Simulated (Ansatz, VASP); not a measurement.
# TaPSe4 in VASP and in Ansatz

```
CELL_PARAMETERS angstrom
0.00000 3.89222 3.89222
3.89222 0.00000 3.89222
3.89222 3.89222 0.00000
ATOMIC_POSITIONS crystal
Ta 0.25000 0.25000 0.25000
P 0.50000 0.50000 0.50000
Se 0.87599 0.37204 0.87599
Se 0.87599 0.87599 0.37204
Se 0.87599 0.87599 0.87599
Se 0.37204 0.87599 0.87599
```

Change from the starting cell: species swapped into the TmNi4Au type (F-43m, No. 216).

Alike in both runs: functional PBE; k mesh 4 × 4 × 4; occupations gaussian, width 0.1 eV; collinear spin.

Ansatz relaxed the structure, and its values are those at the end. VASP's run is a single point on that final structure, the one shown.

|  | VASP | Ansatz |
| --- | --- | --- |
| version | VASP 6.6.1 | Ansatz 0.2.0 |
| potentials or method | VASP PAW PBE potentials, release 64 (Ta_pv, P, Se), cutoff 520 eV | scalar-relativistic, plane waves, PAW |
| valence electrons in the cell | 40 | 82 |

|  | VASP | Ansatz | Ansatz less VASP |
| --- | --- | --- | --- |
| gap on the k mesh at the Fermi level (eV) | none | none | - |
| pressure (GPa) | -0.1 | -0.2 | -0.06 |
| net moment per atom (μB) | 0.00 | 0.00 | 0.000 |

A gap of «none» marks a metal or a gap that the smearing closes. VASP's potentials hold 40 valence electrons a cell and Ansatz's 82, so a difference there can come from the potentials and not from the codes. Ansatz's warnings: seeded moment not kept.

Spin-orbit coupling is off throughout.
